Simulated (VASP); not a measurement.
# W (Im-3m) in VASP: further runs

W is run at these levels: RPBE; tasks: single point, relaxation of cell and atoms.

Everything below comes from runs of VASP 6.6.1. Logs are shortened: lines on timing, memory, paths and dates and some standing lists are left out, and cuts for length are marked.

### 1 The cell of the first run

It takes space group Im-3m (No. 229, cubic). Conventional cell: a = 3.197 Å, b = 3.197 Å, c = 3.197 Å, α = 90.00°, β = 90.00°, γ = 90.00°. W (site symmetry m-3m) has 14 W at 2.77 to 3.20 Å within 3.6 Å.

### 2 Single point, RPBE

The input, INCAR:

```
SYSTEM = W
PREC = Accurate ; ENCUT = 520
EDIFF = 1E-7 ; ISMEAR = 0
SIGMA = 0.1 ; LREAL = .False.
LASPH = .True. ; NELM = 80
ALGO = Normal ; ISIF = 2
LWAVE = .False. ; LCHARG = .False.
GGA = RP ; NBANDS = 13
```

The input, KPOINTS:

```
Automatic mesh
0
Gamma
  18 18 18
  0 0 0
```

The input, POSCAR:

```
W
1.0
   -1.5982795474      1.5982795474      1.5982795474
    1.5982795474     -1.5982795474      1.5982795474
    1.5982795474      1.5982795474     -1.5982795474
W
1
Direct
    0.0000000000      0.0000000000      0.0000000000
```

Potentials or basis: VASP PAW PBE potentials, release 64 (W_sv).

Command:

```sh
$ cat potpaw_PBE.64/W_sv/POTCAR > POTCAR
$ mpirun -np 1 vasp_std > vasp.out
```

OUTCAR:

```text
SYSTEM = W
   PREC = Accurate
   ENCUT = 520
   EDIFF = 1E-7
   ISMEAR = 0
   LREAL = .False.
   LASPH = .True.
   NELM = 80
   ISIF = 2
   GGA = RP

 ion  position               nearest neighbor table
   1  0.000  0.000  0.000-

  LATTYP: Found a body centered cubic cell.
 ALAT       =     3.1965590948

  Lattice vectors:

 A1 = (  -1.5982795474,   1.5982795474,   1.5982795474)
 A2 = (   1.5982795474,  -1.5982795474,   1.5982795474)
 A3 = (   1.5982795474,   1.5982795474,  -1.5982795474)

Analysis of symmetry for initial positions (statically):
=====================================================================
 Subroutine PRICEL returns:
 Original cell was already a primitive cell.

 Routine SETGRP: Setting up the symmetry group for a
 body centered cubic supercell.

 Subroutine GETGRP returns: Found 48 space group operations
 (whereof 48 operations were pure point group operations)
 out of a pool of 48 trial point group operations.

The static configuration has the point symmetry O_h .

Analysis of symmetry for dynamics (positions and initial velocities):
=====================================================================
 Subroutine PRICEL returns:
 Original cell was already a primitive cell.

 Routine SETGRP: Setting up the symmetry group for a
 body centered cubic supercell.

 Subroutine GETGRP returns: Found 48 space group operations
 (whereof 48 operations were pure point group operations)
 out of a pool of 48 trial point group operations.

The dynamic configuration has the point symmetry O_h .

 Subroutine INISYM returns: Found 48 space group operations
 (whereof 48 operations are pure point group operations),
 and found     1 'primitive' translations

----------------------------------------------------------------------------------------

                                     Primitive cell

  volume of cell :      16.3312

  direct lattice vectors                    reciprocal lattice vectors
    -1.598279547  1.598279547  1.598279547     0.000000000  0.312836388  0.312836388
     1.598279547 -1.598279547  1.598279547     0.312836388  0.000000000  0.312836388
     1.598279547  1.598279547 -1.598279547     0.312836388  0.312836388  0.000000000

  length of vectors
     2.768301381  2.768301381  2.768301381     0.442417462  0.442417462  0.442417462

  position of ions in fractional coordinates (direct lattice)
     0.000000000  0.000000000  0.000000000

  ion indices of the primitive-cell ions
   primitive index   ion index
                 1           1

----------------------------------------------------------------------------------------

 KPOINTS: Automatic mesh

Automatic generation of k-mesh.
 Grid dimensions read from file:
 generate k-points for:   18   18   18

 Generating k-lattice:

  Cartesian coordinates                     Fractional coordinates (reciprocal lattice)
     0.000000000  0.017379799  0.017379799     0.055555556  0.000000000  0.000000000
     0.017379799  0.000000000  0.017379799     0.000000000  0.055555556  0.000000000
     0.017379799  0.017379799  0.000000000     0.000000000  0.000000000  0.055555556

  Length of vectors
     0.024578748  0.024578748  0.024578748

  Shift w.r.t. Gamma in fractional coordinates (k-lattice)
     0.000000000  0.000000000  0.000000000

 Subroutine IBZKPT returns following result:
 ===========================================

 Found    195 irreducible k-points:

 Following reciprocal coordinates:
            Coordinates               Weight
  0.000000  0.000000  0.000000      1.000000
  0.055556  0.000000  0.000000     12.000000
  0.111111  0.000000  0.000000     12.000000
  0.166667  0.000000  0.000000     12.000000
  0.222222  0.000000  0.000000     12.000000
  0.277778  0.000000  0.000000     12.000000
[... 16 lines left out ...]
  0.333333  0.111111  0.000000     48.000000
  0.388889  0.111111  0.000000     48.000000
 [... further k-points ...]
   k-points           NKPTS =    195   k-points in BZ     NKDIM =    195   number of bands    NBANDS=     13
   number of dos      NEDOS =    301   number of ions     NIONS =      1
   total plane-waves  NPLWV =  13824
   dimension x,y,z NGX =    24 NGY =   24 NGZ =   24
   dimension x,y,z NGXF=    48 NGYF=   48 NGZF=   48
   ions per type =               1
   NGX,Y,Z   is equivalent  to a cutoff of  14.41, 14.41, 14.41 a.u.
   NGXF,Y,Z  is equivalent  to a cutoff of  28.83, 28.83, 28.83 a.u.
 SYSTEM =  W
   PREC   = accura    normal or accurate (medium, high low for compatibility)
   ISTART =      0    job   : 0-new  1-cont  2-samecut
   ICHARG =      2    charge: 1-file 2-atom 10-const
   ISPIN  =      1    spin polarized calculation?
   LNONCOLLINEAR =      F non collinear calculations
   LSORBIT =      F    spin-orbit coupling
   LASPH  =      T    aspherical Exc in radial PAW
   ENCUT  =  520.0 eV  38.22 Ry    6.18 a.u.   5.15  5.15  5.15*2*pi/ulx,y,z
   NELM   =     80;   NELMIN=  2; NELMDL= -5     # of ELM steps
   EDIFF  = 0.1E-06   stopping-criterion for ELM
   LREAL  =      F    real-space projection
   EDIFFG = 0.1E-05   stopping-criterion for IOM
   NSW    =      0    number of steps for IOM
   IBRION =     -1    ionic relax: 0-MD 1-quasi-New 2-CG
   NFREE  =      0    steps in history (QN), initial steepest desc. (CG)
   ISIF   =      2    stress and relaxation
   ISYM   =      2    0-nonsym 1-usesym 2-fastsym
   POTIM  = 0.5000    time-step for ionic-motion
   TEBEG  =    0.0;   TEEND  =   0.0 temperature during run
   PSTRESS=    0.0 pullay stress
   NELECT =      14.0000    total number of electrons
   NUPDOWN=      -1.0000    fix difference up-down
   EMIN   =  10.00;   EMAX   =-10.00  energy-range for DOS
   EFERMI =   0.00;   METHOD = LEGACY
   ISMEAR =     0;   SIGMA  =   0.10  broadening in eV -4-tet -1-fermi 0-gaus
   EFERMI_NEDOS =   21; number of points for ismear=-14 and -15
   IALGO  =     38    algorithm
   IMIX   =      4    mixing-type and parameters
     AMIX     =   0.40;   BMIX     =  1.00
     AMIX_MAG =   1.60;   BMIX_MAG =  1.00
  volume/ion in A,a.u.               =      16.33       110.21
  Fermi-wavevector in a.u.,A,eV,Ry     =   1.555171  2.938847 32.906457  2.418556
  Thomas-Fermi vector in A             =   2.659151
   LORBIT       =      0    0 simple, 1 ext, 2 COOP (PROOUT), +10 PAW based schemes
   GGA     = RP    functional components
   LHFCALC =     F    Hartree Fock is set to
   AEXX    =    0.0000 exact exchange contribution
   IVDW    =     0    specifies the selected vdW correction
   LEPSILON=     F    determine dielectric tensor
   LRPA    =     F    only Hartree local field effects (RPA)
 non-spin polarized calculation
 Gauss-broadening in eV      SIGMA  =   0.10
  energy-cutoff  :      520.00
  volume of cell :       16.33
 maximum number of plane-waves:       466
 NGX is ok and might be reduce to    24
   NGX = 11   NGY = 11   NGZ = 11

 number of electron      14.0000002 magnetization

 Free energy of the ion-electron system (eV)
  ---------------------------------------------------
  ext. energy  EPLUGINS =         0.00000000
  ---------------------------------------------------
  free energy    TOTEN  =       -12.39970627 eV

  energy without entropy =      -12.39599501  energy(sigma->0) =      -12.39785064

 E-fermi :  11.1034     XC(G=0): -13.4182

 val. band max:       11.0983299271   @ k =  -0.1667   0.1667   0.0556
 cond. band min:      11.1227206753   @ k =   0.5000   0.5000   0.2222
 fundamental gap:      0.0243907483
 Fermi energy:        11.1033693632

 k-point     1 :       0.0000    0.0000    0.0000
  band No.  band energies     occupation
      1     -63.1438      2.00000
      2     -26.7454      2.00000
      3     -26.7454      2.00000
      4     -26.7454      2.00000
      5       1.6298      2.00000
      6       9.9312      2.00000
      7       9.9312      2.00000
      8       9.9312      2.00000
      9      13.3168      0.00000
     10      13.3168      0.00000
     11      25.5185      0.00000
     12      25.5185      0.00000
     13      25.5185      0.00000

 k-point     2 :       0.0556    0.0000    0.0000
  band No.  band energies     occupation
      1     -63.1404      2.00000
      2     -26.7831      2.00000
      3     -26.7572      2.00000
      4     -26.7455      2.00000
      5       1.7742      2.00000
      6       9.8435      2.00000
      7       9.9116      2.00000
      8      10.0698      2.00000
      9      13.1760      0.00000
     10      13.3176      0.00000
     11      25.6412      0.00000
     12      25.7649      0.00000
     13      25.8676      0.00000

 k-point     3 :       0.1111    0.0000    0.0000
  band No.  band energies     occupation
      1     -63.1303      2.00000
      2     -26.8908      2.00000
      3     -26.7912      2.00000
      4     -26.7460      2.00000
      5       2.1920      2.00000
      6       9.6008      2.00000
      7       9.8267      2.00000
      8      10.4812      2.00000
      9      12.8727      0.00000
     10      13.3271      0.00000
     11      25.9467      0.00000
     12      26.4817      0.00000
     13      26.7546      0.00000
[... 305 lines left out ...]
 k-point    23 :       0.3333    0.1111    0.0000
  band No.  band energies     occupation
      1     -63.0363      2.00000
      2     -27.7563      2.00000
      3     -27.1167      2.00000
      4     -26.8010      2.00000
      5       5.4233      2.00000
      6       7.9611      2.00000
      7       9.7632      2.00000
      8      12.9939      0.00000
      9      14.1332      0.00000
     10      16.2669      0.00000
     11      22.7590      0.00000
     12      24.2174      0.00000
     13      28.4607      0.00000

 k-point    24 :       0.3889    0.1111    0.0000
  band No.  band energies     occupation
      1     -63.0267      2.00000
      2     -27.8363      2.00000
      3     -27.1564      2.00000
      4     -26.8023      2.00000
      5       5.4399      2.00000
      6       7.8239      2.00000
      7      10.4575      2.00000
      8      13.0749      0.00000
      9      14.3463      0.00000
     10      17.2670      0.00000
     11      21.6209      0.00000
     12      23.4926      0.00000
     13      27.4704      0.00000

 [... further k-points ...]
[... 5 lines left out ...]
  --------------------------------------------------------------------------------------
  -------------------------------------------------------------------------------------
  Total        0.0455626      0.0455626      0.0455626      0.0000000     -0.0000000      0.0000000
  in kB        4.4699317      4.4699317      4.4699317      0.0000000     -0.0000000      0.0000000
  external PRESSURE =       4.4699317 kB  Pullay stress =       0.0000000 kB

 VOLUME and BASIS-vectors are now :
 -----------------------------------------------------------------------------
  energy-cutoff  :      520.00
  volume of cell :       16.33
      direct lattice vectors                 reciprocal lattice vectors
    -1.598279547  1.598279547  1.598279547     0.000000000  0.312836388  0.312836388
     1.598279547 -1.598279547  1.598279547     0.312836388  0.000000000  0.312836388
     1.598279547  1.598279547 -1.598279547     0.312836388  0.312836388  0.000000000

 POSITION                                       TOTAL-FORCE (eV/Angst)
 -----------------------------------------------------------------------------------
      0.00000      0.00000      0.00000         0.000000     -0.000000      0.000000
 -----------------------------------------------------------------------------------
    total drift:                                0.000000      0.000000     -0.000000

  FREE ENERGIE OF THE ION-ELECTRON SYSTEM (eV)
  ---------------------------------------------------
  free  energy   TOTEN  =       -12.3997062691 eV

  energy  without entropy=      -12.3959950097  energy(sigma->0) =      -12.39785064
```

Run time: 12 s. Hardware: 1 thread of Intel Xeon 6975P-C (Granite Rapids), shared host; peak memory 0.17 GiB.

What came out:

```
Free energy            : -12.3997 eV
Pressure               : 0.4 GPa
Band gap on the k mesh : zero (band 7 reaches 16.06 eV, above the bottom of band 8 at 9.93 eV)
```

Caveat: the PAW data sets were made with another functional, which shifts forces and pressure a little; spin-orbit coupling is left out, which moves the levels of the heavy elements.

### 3 Relaxation of cell and atoms, RPBE

The input, INCAR:

```
SYSTEM = W
ALGO = Normal ; EDIFF = 1E-7
EDIFFG = -0.005 ; ENCUT = 600
GGA = RP ; IBRION = 2
ISIF = 3 ; ISMEAR = 0
LASPH = .True. ; LCHARG = .False.
LREAL = .False. ; LWAVE = .False.
NELM = 60 ; NSW = 100
PREC = Accurate ; SIGMA = 0.1
```

The input, KPOINTS:

```
k-points
0
Gamma
  18 18 18
  0 0 0
```

The input, POSCAR:

```
W
1.0
   -1.5989540153      1.5989540153      1.5989540153
    1.5989540153     -1.5989540153      1.5989540153
    1.5989540153      1.5989540153     -1.5989540153
W
1
Direct
    0.0000000000      0.0000000000      0.0000000000
```

Potentials or basis: VASP PAW PBE potentials, release 64 (W_sv).

Command:

```sh
$ cat potpaw_PBE.64/W_sv/POTCAR > POTCAR
$ mpirun -np 1 vasp_std > vasp.out
```

Wall time 22 s (1 thread of Intel Xeon 6975P-C (Granite Rapids), shared host); peak memory 0.17 GiB.

It converged, with:

```
Free energy                            : -12.4001 eV
Relaxed volume                         : 16.36 Å³/atom
Relaxed cell                           : a = 2.770 Å, b = 2.770 Å, c = 2.770 Å, α = 109.47°, β = 109.47°, γ = 109.47°
Space group after relaxing (to 0.05 Å) : Im-3m (No. 229)
Energy gained by relaxing              : 0.0 meV/atom
Ionic steps                            : 3
Pressure after relaxing                : 0.0 GPa
Band gap on the k mesh                 : zero (band 7 reaches 16.02 eV, above the bottom of band 8 at 9.91 eV)
```

Final structure:
```
CELL_PARAMETERS angstrom
-1.59917 1.59917 1.59917
1.59917 -1.59917 1.59917
1.59917 1.59917 -1.59917
ATOMIC_POSITIONS crystal
W 0.00000 0.00000 0.00000
```

Levels at points of the mesh, in eV from the Fermi level:
| k point | band 3 | band 4 | band 5 | band 6 | band 7 | band 8 | band 9 | band 10 | band 11 |
| --- | --- | --- | --- | --- | --- | --- | --- | --- | --- |
| (0.00, 0.00, 0.00) | -37.85 | -37.85 | -9.46 | -1.17 | -1.17 | -1.17 | 2.21 | 2.21 | 14.41 |
| (0.50, 0.00, 0.00) | -38.23 | -37.86 | -6.07 | -3.41 | 0.54 | 2.08 | 3.03 | 5.87 | 10.60 |
| (0.50, 0.50, 0.50) | -38.67 | -38.67 | -5.58 | -5.58 | 4.94 | 4.94 | 4.94 | 7.98 | 7.98 |

Caveat: the PAW data sets were made with another functional, which shifts forces and pressure a little; spin-orbit coupling is left out, which moves the levels of the heavy elements.

### 4 Single point, RPBE

The input, INCAR:

```
ALGO     = Normal         # electronic algorithm
EDIFF    = 1E-6           # SCF threshold, eV
ENCUT    = 500            # plane-wave cutoff, eV
GGA      = RP             # functional
GGA_COMPAT= F            
ISIF     = 2              # what is computed and relaxed
ISMEAR   = 0              # smearing method
LASPH    = T              # aspherical terms in the spheres
LCHARG   = T              # write CHGCAR
LELF     = T              # ELF
LREAL    = F              # projectors in reciprocal space
LVHAR    = T            
LWAVE    = F              # write WAVECAR
NBANDS   = 13             # bands
NELM     = 120            # most SCF steps
PREC     = Accurate       # precision mode
SIGMA    = 0.1            # smearing width, eV
```

The input, KPOINTS:

```
k-points
0
Gamma
  8 8 8
```

The input, POSCAR:

```
W
1.0
   -1.5989540146      1.5989540146      1.5989540146
    1.5989540146     -1.5989540146      1.5989540146
    1.5989540146      1.5989540146     -1.5989540146
W
1
Direct
    0.0000000000      0.0000000000      0.0000000000
```

Command:

```sh
$ cat potpaw_PBE.64/W_sv/POTCAR > POTCAR
$ mpirun -np 1 vasp_std > vasp.out
```

It used 6.3 s of CPU time on 1 thread of AMD EPYC 7R13 Processor (Zen 3) (shared host).

The run converged. Its results:

| Property | Result |
| --- | --- |
| Free energy | -12.4054 eV |
| Pressure | 0.3 GPa |
| Band gap on the k mesh | zero (band 7 reaches 16.03 eV, above the bottom of band 8 at 9.92 eV) |

Levels at points of the mesh, in eV from the Fermi level:
```tsv
k point	band 4	band 5	band 6	band 7	band 8	band 9	band 10	band 11
(0.00, 0.00, 0.00)	-37.66	-9.27	-0.97	-0.97	-0.97	2.41	2.41	14.61
(0.50, 0.00, 0.00)	-37.66	-5.88	-3.22	0.74	2.28	3.22	6.07	10.80
(0.50, 0.50, 0.50)	-38.47	-5.39	-5.39	5.14	5.14	5.14	8.17	8.17
```

Caveat: the PAW data sets were made with another functional, which shifts forces and pressure a little; spin-orbit coupling is left out, which moves the levels of the heavy elements.

### 5 Summary

```tsv
task	cell	k mesh	cutoff (eV)	gap on the mesh (eV)	pressure (GPa)
single point	a = 2.768 Å, angles 109.5°, 1 atom	18 × 18 × 18	520	none	0.4
relaxation of cell and atoms	relaxed from a = 2.769 Å, angles 109.5°, 1 atom	18 × 18 × 18	600	none	0.0
single point	a = 2.769 Å, angles 109.5°, 1 atom	8 × 8 × 8	500	none	0.3
```

Alike in all rows: level RPBE; potentials or basis VASP PAW PBE potentials, release 64 (W_sv); no spin polarisation; smearing gaussian 0.1 eV.

Caveats: the PAW data sets were made with another functional, which shifts forces and pressure a little; spin-orbit coupling is left out, which moves the levels of the heavy elements.

Absolute energies hang on the potentials; compare differences alone.
